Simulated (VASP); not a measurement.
# Ni (I4/mmm) in VASP: a series of runs

Runs on Ni. Level: PBE. Tasks: single point.

Everything below comes from runs of VASP 6.6.1. Logs are shortened: lines on timing, memory, paths and dates and some standing lists are left out, and cuts for length are marked.

**1. The cell of the first run**

Symmetry: I4/mmm, No. 139, tetragonal system. Conventional cell: a = 2.675 Å, b = 2.675 Å, c = 2.961 Å, α = 90.00°, β = 90.00°, γ = 90.00°. Within 3.2 Å of Ni (site symmetry 4/mmm) lie 14 Ni at 2.40 to 2.96 Å.

**2. Single point, PBE, collinear spin, ferromagnetic start (stretched by +7 % along [0.0, 0.0, 1.0] at fixed volume)**

INCAR reads:

```
SYSTEM = Ni
  PREC = Accurate
  ENCUT = 520
  EDIFF = 1E-6
  ISMEAR = -1
  SIGMA = 0.05
  LREAL = .FALSE.
  LASPH = .TRUE.
  NELM = 150
  ALGO = Normal
  ISIF = 2
  LWAVE = .FALSE.
  LCHARG = .FALSE.
  ISPIN = 2
  MAGMOM = 1.5
  LORBIT = 11
  LMAXMIX = 4
  GGA = PE
  NBANDS = 15
```

KPOINTS reads:

```
regular mesh
0
G
  13 13 13
  0 0 0
```

POSCAR reads:

```
Ni
1.0
   -1.3376882352      1.3376882352      1.4805755529
    1.3376882352     -1.3376882352      1.4805755529
    1.3376882352      1.3376882352     -1.4805755529
Ni
1
Direct
    0.0000000000      0.0000000000      0.0000000000
```

Potentials or basis: VASP PAW PBE potentials, release 64 (Ni).

The run is started by

```sh
$ cat potpaw_PBE.64/Ni/POTCAR > POTCAR
$ mpirun -np 1 vasp_std > vasp.out
```

OUTCAR:

```text
SYSTEM = Ni
   PREC = Accurate
   ENCUT = 520
   EDIFF = 1E-6
   ISMEAR = -1
   LREAL = .FALSE.
   LASPH = .TRUE.
   NELM = 150
   ISIF = 2
   ISPIN = 2
   LORBIT = 11
   GGA = PE

 ion  position               nearest neighbor table
   1  0.000  0.000  0.000-

  LATTYP: Found a body centered tetragonal cell.
 ALAT       =     2.6753764704
 C/A-ratio  =     1.1068166064

  Lattice vectors:

 A1 = (  -1.3376882352,   1.3376882352,   1.4805755529)
 A2 = (   1.3376882352,  -1.3376882352,   1.4805755529)
 A3 = (   1.3376882352,   1.3376882352,  -1.4805755529)

Analysis of symmetry for initial positions (statically):
=====================================================================
 Subroutine PRICEL returns:
 Original cell was already a primitive cell.

 Routine SETGRP: Setting up the symmetry group for a
 body centered tetragonal supercell.

 Subroutine GETGRP returns: Found 16 space group operations
 (whereof 16 operations were pure point group operations)
 out of a pool of 16 trial point group operations.

The static configuration has the point symmetry D_4h.

Analysis of symmetry for dynamics (positions and initial velocities):
=====================================================================
 Subroutine PRICEL returns:
 Original cell was already a primitive cell.

 Routine SETGRP: Setting up the symmetry group for a
 body centered tetragonal supercell.

 Subroutine GETGRP returns: Found 16 space group operations
 (whereof 16 operations were pure point group operations)
 out of a pool of 16 trial point group operations.

The dynamic configuration has the point symmetry D_4h.

Analysis of structural, dynamic, and magnetic symmetry:
=====================================================================
 Subroutine PRICEL returns:
 Original cell was already a primitive cell.

 Routine SETGRP: Setting up the symmetry group for a
 body centered tetragonal supercell.

 Subroutine GETGRP returns: Found 16 space group operations
 (whereof 16 operations were pure point group operations)
 out of a pool of 16 trial point group operations.

The overall configuration has the point symmetry D_4h.

 Subroutine INISYM returns: Found 16 space group operations
 (whereof 16 operations are pure point group operations),
 and found     1 'primitive' translations

----------------------------------------------------------------------------------------

                                     Primitive cell

  volume of cell :      10.5974

  direct lattice vectors                    reciprocal lattice vectors
    -1.337688235  1.337688235  1.480575553     0.000000000  0.373779171  0.337706508
     1.337688235 -1.337688235  1.480575553     0.373779171  0.000000000  0.337706508
     1.337688235  1.337688235 -1.480575553     0.373779171  0.373779171  0.000000000

  length of vectors
     2.402274671  2.402274671  2.402274671     0.503742548  0.503742548  0.528603573

  position of ions in fractional coordinates (direct lattice)
     0.000000000  0.000000000  0.000000000

  ion indices of the primitive-cell ions
   primitive index   ion index
                 1           1

----------------------------------------------------------------------------------------

 KPOINTS: regular mesh

Automatic generation of k-mesh.
 Grid dimensions read from file:
 generate k-points for:   13   13   13

 Generating k-lattice:

  Cartesian coordinates                     Fractional coordinates (reciprocal lattice)
     0.000000000  0.028752244  0.025977424     0.076923077  0.000000000  0.000000000
     0.028752244  0.000000000  0.025977424     0.000000000  0.076923077  0.000000000
     0.028752244  0.028752244  0.000000000     0.000000000  0.000000000  0.076923077

  Length of vectors
     0.038749427  0.038749427  0.040661813

  Shift w.r.t. Gamma in fractional coordinates (k-lattice)
     0.000000000  0.000000000  0.000000000

 Subroutine IBZKPT returns following result:
 ===========================================

 Found    196 irreducible k-points:

 Following reciprocal coordinates:
            Coordinates               Weight
  0.000000  0.000000  0.000000      1.000000
  0.076923  0.000000  0.000000      8.000000
  0.153846 -0.000000  0.000000      8.000000
  0.230769  0.000000 -0.000000      8.000000
  0.307692 -0.000000  0.000000      8.000000
  0.384615  0.000000  0.000000      8.000000
[... 16 lines left out ...]
  0.384615  0.153846  0.000000     16.000000
  0.461538  0.153846  0.000000     16.000000
 [... further k-points ...]
   k-points           NKPTS =    196   k-points in BZ     NKDIM =    196   number of bands    NBANDS=     15
   number of dos      NEDOS =    301   number of ions     NIONS =      1
   total plane-waves  NPLWV =   5832
   dimension x,y,z NGX =    18 NGY =   18 NGZ =   18
   dimension x,y,z NGXF=    36 NGYF=   36 NGZF=   36
   ions per type =               1
   NGX,Y,Z   is equivalent  to a cutoff of  12.46, 12.46, 12.46 a.u.
   NGXF,Y,Z  is equivalent  to a cutoff of  24.91, 24.91, 24.91 a.u.
 SYSTEM =  Ni
   PREC   = accura    normal or accurate (medium, high low for compatibility)
   ISTART =      0    job   : 0-new  1-cont  2-samecut
   ICHARG =      2    charge: 1-file 2-atom 10-const
   ISPIN  =      2    spin polarized calculation?
   LNONCOLLINEAR =      F non collinear calculations
   LSORBIT =      F    spin-orbit coupling
   LASPH  =      T    aspherical Exc in radial PAW
   ENCUT  =  520.0 eV  38.22 Ry    6.18 a.u.   4.47  4.47  4.47*2*pi/ulx,y,z
   NELM   =    150;   NELMIN=  2; NELMDL= -5     # of ELM steps
   EDIFF  = 0.1E-05   stopping-criterion for ELM
   LREAL  =      F    real-space projection
   EDIFFG = 0.1E-04   stopping-criterion for IOM
   NSW    =      0    number of steps for IOM
   IBRION =     -1    ionic relax: 0-MD 1-quasi-New 2-CG
   NFREE  =      0    steps in history (QN), initial steepest desc. (CG)
   ISIF   =      2    stress and relaxation
   ISYM   =      2    0-nonsym 1-usesym 2-fastsym
   POTIM  = 0.5000    time-step for ionic-motion
   TEBEG  =    0.0;   TEEND  =   0.0 temperature during run
   PSTRESS=    0.0 pullay stress
   NELECT =      10.0000    total number of electrons
   NUPDOWN=      -1.0000    fix difference up-down
   EMIN   =  10.00;   EMAX   =-10.00  energy-range for DOS
   EFERMI =   0.00;   METHOD = LEGACY
   ISMEAR =    -1;   SIGMA  =   0.05  broadening in eV -4-tet -1-fermi 0-gaus
   EFERMI_NEDOS =   21; number of points for ismear=-14 and -15
   IALGO  =     38    algorithm
   IMIX   =      4    mixing-type and parameters
     AMIX     =   0.40;   BMIX     =  1.00
     AMIX_MAG =   1.60;   BMIX_MAG =  1.00
  volume/ion in A,a.u.               =      10.60        71.51
  Fermi-wavevector in a.u.,A,eV,Ry     =   1.605738  3.034405 35.081190  2.578395
  Thomas-Fermi vector in A             =   2.702037
   LORBIT       =     11    0 simple, 1 ext, 2 COOP (PROOUT), +10 PAW based schemes
   GGA     = PE    functional components
   LHFCALC =     F    Hartree Fock is set to
   AEXX    =    0.0000 exact exchange contribution
   IVDW    =     0    specifies the selected vdW correction
   LEPSILON=     F    determine dielectric tensor
   LRPA    =     F    only Hartree local field effects (RPA)
 spin polarized calculation
  energy-cutoff  :      520.00
  volume of cell :       10.60
 maximum number of plane-waves:       295
 NGX is ok and might be reduce to    18
   NGX =  9   NGY =  9   NGZ =  9

 number of electron      10.0000000 magnetization       1.5000000

 number of electron       9.9999986 magnetization       0.5821849

 Free energy of the ion-electron system (eV)
  ---------------------------------------------------
  ext. energy  EPLUGINS =         0.00000000
  ---------------------------------------------------
  free energy    TOTEN  =        -5.39262305 eV

  energy without entropy =       -5.37950437  energy(sigma->0) =       -5.38606371

 E-fermi :   9.6449     XC(G=0): -13.4072

 val. band max:        9.6355623092   @ k =  -0.3846  -0.4615   0.3077
 cond. band min:       9.6466105672   @ k =  -0.2308   0.3846   0.1538
 fundamental gap:      0.0110482580
 Fermi energy:         9.6449222439

 spin component 1

 k-point     1 :       0.0000    0.0000    0.0000
  band No.  band energies     occupation
      1       0.5564      1.00000
      2       7.1110      1.00000
      3       7.1110      1.00000
      4       7.6172      1.00000
      5       8.3257      1.00000
      6       8.9188      1.00000
      7      34.9969      0.00000
      8      36.9363      0.00000
      9      36.9363      0.00000
     10      40.7367      0.00000
     11      40.7621      0.00000
     12      42.2209      0.00000
     13      42.2209      0.00000
     14      42.2973      0.00000
     15      44.2250      0.00000

 k-point     2 :       0.0769    0.0000    0.0000
  band No.  band energies     occupation
      1       0.7987      1.00000
      2       7.1101      1.00000
      3       7.1424      1.00000
      4       7.6429      1.00000
      5       8.2971      1.00000
      6       8.8908      1.00000
      7      33.7314      0.00000
      8      35.7996      0.00000
      9      36.5711      0.00000
     10      39.1103      0.00000
     11      40.7148      0.00000
     12      41.0679      0.00000
     13      42.0633      0.00000
     14      44.1402      0.00000
     15      45.5227      0.00000
[... 365 lines left out ...]
      3       7.5403      1.00000
      4       8.3601      1.00000
      5       8.9468      1.00000
      6      11.6666      0.00000
      7      16.8002      0.00000
      8      24.9639      0.00000
      9      30.2816      0.00000
     10      37.2515      0.00000
     11      41.4850      0.00000
     12      43.6907      0.00000
     13      48.1097      0.00000
     14      51.3535      0.00000
     15      55.8843      0.00000

 k-point    24 :       0.4615    0.1538    0.0000
  band No.  band energies     occupation
      1       5.2759      1.00000
      2       6.5367      1.00000
      3       7.5680      1.00000
      4       8.3510      1.00000
      5       9.0575      0.99999
      6      11.8439      0.00000
      7      16.4370      0.00000
      8      25.1957      0.00000
      9      29.9950      0.00000
     10      37.0556      0.00000
     11      40.4293      0.00000
     12      43.7089      0.00000
     13      50.5611      0.00000
     14      52.2692      0.00000
     15      54.7258      0.00000

 [... further k-points ...]

 spin component 2

 k-point     1 :       0.0000    0.0000    0.0000
  band No.  band energies     occupation
      1       0.5402      1.00000
      2       7.8376      1.00000
      3       7.8376      1.00000
      4       8.2518      1.00000
      5       8.9122      1.00000
      6       9.3942      0.99340
      7      34.8792      0.00000
      8      36.8482      0.00000
      9      36.8482      0.00000
     10      40.7302      0.00000
     11      40.8565      0.00000
     12      42.2008      0.00000
     13      42.3863      0.00000
     14      42.3863      0.00000
     15      44.4402      0.00000

 k-point     2 :       0.0769    0.0000    0.0000
  band No.  band energies     occupation
      1       0.7828      1.00000
      2       7.8328      1.00000
      3       7.8658      1.00000
      4       8.2811      1.00000
      5       8.8817      1.00000
      6       9.3656      0.99626
      7      33.6875      0.00000
      8      35.7190      0.00000
      9      36.5245      0.00000
     10      39.1788      0.00000
     11      40.7479      0.00000
     12      41.2205      0.00000
     13      42.0766      0.00000
     14      44.3026      0.00000
     15      45.5351      0.00000
[... 365 lines left out ...]
      3       7.8893      1.00000
      4       8.9364      1.00000
      5       9.5701      0.81704
      6      12.0486      0.00000
      7      17.1141      0.00000
      8      25.0623      0.00000
      9      30.3416      0.00000
     10      37.2696      0.00000
     11      41.4807      0.00000
     12      43.7452      0.00000
     13      48.2344      0.00000
     14      51.4783      0.00000
     15      57.0661      0.00000

 k-point    24 :       0.4615    0.1538    0.0000
  band No.  band energies     occupation
      1       5.6920      1.00000
      2       7.1200      1.00000
      3       7.9350      1.00000
      4       8.9395      1.00000
      5       9.6830      0.31811
      6      12.1823      0.00000
      7      16.7708      0.00000
      8      25.2883      0.00000
      9      30.0603      0.00000
     10      37.0598      0.00000
     11      40.4675      0.00000
     12      43.7707      0.00000
     13      50.7142      0.00000
     14      52.2567      0.00000
     15      55.1989      0.00000

 [... further k-points ...]

------------------------ aborting loop because EDIFF is reached ----------------------------------------

  FORCE on cell =-STRESS in cart. coord.  units (eV):
  Direction    XX          YY          ZZ          XY          YZ          ZX
  --------------------------------------------------------------------------------------
  -------------------------------------------------------------------------------------
  Total        0.3119067      0.3119067      0.8444337      0.0000000      0.0000000      0.0000000
  in kB       47.1557769     47.1557769    127.6661556      0.0000000      0.0000000      0.0000000
  external PRESSURE =      73.9925698 kB  Pullay stress =       0.0000000 kB

 VOLUME and BASIS-vectors are now :
 -----------------------------------------------------------------------------
  energy-cutoff  :      520.00
  volume of cell :       10.60
      direct lattice vectors                 reciprocal lattice vectors
    -1.337688235  1.337688235  1.480575553     0.000000000  0.373779171  0.337706508
     1.337688235 -1.337688235  1.480575553     0.373779171  0.000000000  0.337706508
     1.337688235  1.337688235 -1.480575553     0.373779171  0.373779171  0.000000000

 POSITION                                       TOTAL-FORCE (eV/Angst)
 -----------------------------------------------------------------------------------
      0.00000      0.00000      0.00000         0.000000     -0.000000      0.000000
 -----------------------------------------------------------------------------------
    total drift:                                0.000000     -0.000000      0.000000

  FREE ENERGIE OF THE ION-ELECTRON SYSTEM (eV)
  ---------------------------------------------------
  free  energy   TOTEN  =        -5.3926230500 eV

  energy  without entropy=       -5.3795043728  energy(sigma->0) =       -5.38606371

 total charge

# of ion       s       p       d       tot
------------------------------------------
    1        0.505   0.515   8.341   9.362

 magnetization (x)

# of ion       s       p       d       tot
------------------------------------------
    1       -0.005  -0.019   0.613   0.589
```

It took 29 s on 1 thread of AMD EPYC 9R45 (Zen 5), shared host; peak memory 0.12 GiB.

Results:

```yaml
Free_energy: -5.3926 eV
Pressure: 7.4 GPa
Net_moment: 0.58 μB per cell
Site_moments: Ni +0.59 μB
Valence_electrons_inside_the_program's_atomic_spheres: Ni 9.36
```

Levels at points of the mesh, in eV from the Fermi level:
Spin up:
| k point | band 2 | band 3 | band 4 | band 5 | band 6 | band 7 | band 8 | band 9 |
| --- | --- | --- | --- | --- | --- | --- | --- | --- |
| (0.00, 0.00, 0.00) | -2.53 | -2.53 | -2.03 | -1.32 | -0.73 | 25.35 | 27.29 | 27.29 |
Spin down:
| k point | band 3 | band 4 | band 5 | band 6 | band 7 | band 8 |
| --- | --- | --- | --- | --- | --- | --- |
| (0.00, 0.00, 0.00) | -1.81 | -1.39 | -0.73 | -0.25 | 25.23 | 27.20 |

**3. Single point, PBE, collinear spin, ferromagnetic start (stretched by +7 % along [0.0, 0.0, 1.0] at fixed volume)**

INCAR reads:

```
PREC = Accurate
ENCUT = 520
EDIFF = 1E-7
ISMEAR = -1
SIGMA = 0.05
LREAL = F
LASPH = T
NELM = 150
ALGO = Normal
ISIF = 2
LWAVE = F
LCHARG = F
ISPIN = 2
MAGMOM = 0.6
LORBIT = 11
LMAXMIX = 4
GGA = PE
NBANDS = 15
```

KPOINTS reads:

```
Automatic mesh
0
Gamma
  13 13 13
```

POSCAR is that of step 2.

Potentials or basis: VASP PAW PBE potentials, release 64 (Ni).

The run is started by

```sh
$ cat potpaw_PBE.64/Ni/POTCAR > POTCAR
$ mpirun -np 1 vasp_std > vasp.out
```

Wall time 37 s (1 thread of AMD EPYC 9R45 (Zen 5), shared host); peak memory 0.12 GiB.

The run converged. Its results:

```
Free energy                                           : -5.3926 eV
Pressure                                              : 7.3 GPa
Net moment                                            : 0.58 μB per cell
Site moments                                          : Ni +0.59 μB
Valence electrons inside the program's atomic spheres : Ni 9.36
```

Stress tensor (GPa, compression positive):
```
 4.61  0.00  0.00
 0.00  4.61  0.00
 0.00  0.00 12.66
```

Levels at points of the mesh, in eV from the Fermi level:
Spin up:
```csv
k point,band 2,band 3,band 4,band 5,band 6,band 7,band 8,band 9
"(0.00, 0.00, 0.00)",-2.53,-2.53,-2.03,-1.32,-0.73,25.35,27.29,27.29
```
Spin down:
```tsv
k point	band 1	band 2	band 3	band 4	band 5	band 6	band 7	band 8	band 9	band 10
(0.00, 0.00, 0.00)	-9.10	-1.81	-1.81	-1.39	-0.73	-0.25	25.24	27.20	27.20	31.09
```

**4. Single point, PBE, non-collinear spin, typed start, spin-orbit coupling (stretched by +7 % along [0.0, 0.0, 1.0] at fixed volume)**

INCAR reads:

```
SYSTEM = Ni
PREC = Accurate ; ENCUT = 520
EDIFF = 1E-6 ; ISMEAR = -1
SIGMA = 0.05 ; LREAL = .False.
LASPH = .True. ; NELM = 150
ALGO = Normal ; ISIF = 2
LWAVE = .False. ; LCHARG = .False.
MAGMOM = 0 0 0.6 ; LORBIT = 11
LSORBIT = .True. ; GGA_COMPAT = .False.
LORBMOM = .True. ; LMAXMIX = 4
GGA = PE ; NBANDS = 21
```

KPOINTS reads:

```
regular mesh
0
Gamma
  13 13 13
  0 0 0
```

POSCAR is that of step 3.

The run is started by

```sh
$ cat potpaw_PBE.64/Ni/POTCAR > POTCAR
$ mpirun -np 1 vasp_ncl > vasp.out
```

It took 11 min on 1 thread of AMD EPYC 7R13, shared host; peak memory 0.19 GiB.

The run converged. Its results:

```
Free energy                                           : -5.4022 eV
Pressure                                              : 7.4 GPa
Net moment                                            : 0.58 μB per cell
Valence electrons inside the program's atomic spheres : Ni 9.36
```

Stress tensor (GPa, compression positive):
```
 4.68  0.00  0.00
 0.00  4.68  0.00
 0.00  0.00 12.70
```

Moments on the atoms (μB; x, y, z):
```
Ni  0.00 0.00 0.58
```

**5. Single point, PBE, non-collinear spin, typed start, spin-orbit coupling (stretched by +7 % along [0.0, 0.0, 1.0] at fixed volume)**

INCAR reads:

```
SYSTEM = Ni
PREC     = Accurate       ! precision mode
ENCUT    = 520            ! plane-wave cutoff, eV
EDIFF    = 1E-6           ! SCF threshold, eV
ISMEAR   = -1             ! smearing method
SIGMA    = 0.05           ! smearing width, eV
LREAL    = .FALSE.        ! projectors in reciprocal space
LASPH    = .TRUE.         ! aspherical terms in the spheres
NELM     = 150            ! most SCF steps
ALGO     = Normal         ! electronic algorithm
ISIF     = 2              ! what is computed and relaxed
LWAVE    = .FALSE.        ! write WAVECAR
LCHARG   = .FALSE.        ! write CHGCAR
MAGMOM   = 0.6 0 0        ! initial moments
LORBIT   = 11             ! projections on sites
LSORBIT  = .TRUE.         ! spin-orbit coupling
GGA_COMPAT= .FALSE.      
LORBMOM  = .TRUE.       
LMAXMIX  = 4              ! l up to which the mixer works
GGA      = PE             ! functional
NBANDS   = 21             ! bands
```

KPOINTS reads:

```
Automatic mesh
0
G
  13 13 13
  0 0 0
```

POSCAR is that of step 4.

The run is started by

```sh
$ cat potpaw_PBE.64/Ni/POTCAR > POTCAR
$ mpirun -np 1 vasp_ncl > vasp.out
```

Run time: 21 min. Hardware: 1 thread of AMD EPYC 7R13, shared host; peak memory 0.27 GiB.

The run converged. Its results:

```yaml
Free_energy: -5.4022 eV
Pressure: 7.3 GPa
Net_moment: 0.58 μB per cell
Valence_electrons_inside_the_program's_atomic_spheres: Ni 9.36
```

Stress tensor (GPa, compression positive):
```
 4.68  0.00  0.00
 0.00  4.68  0.00
 0.00  0.00 12.68
```

Moments on the atoms (μB; x, y, z):
```
Ni  0.58 0.00 0.00
```
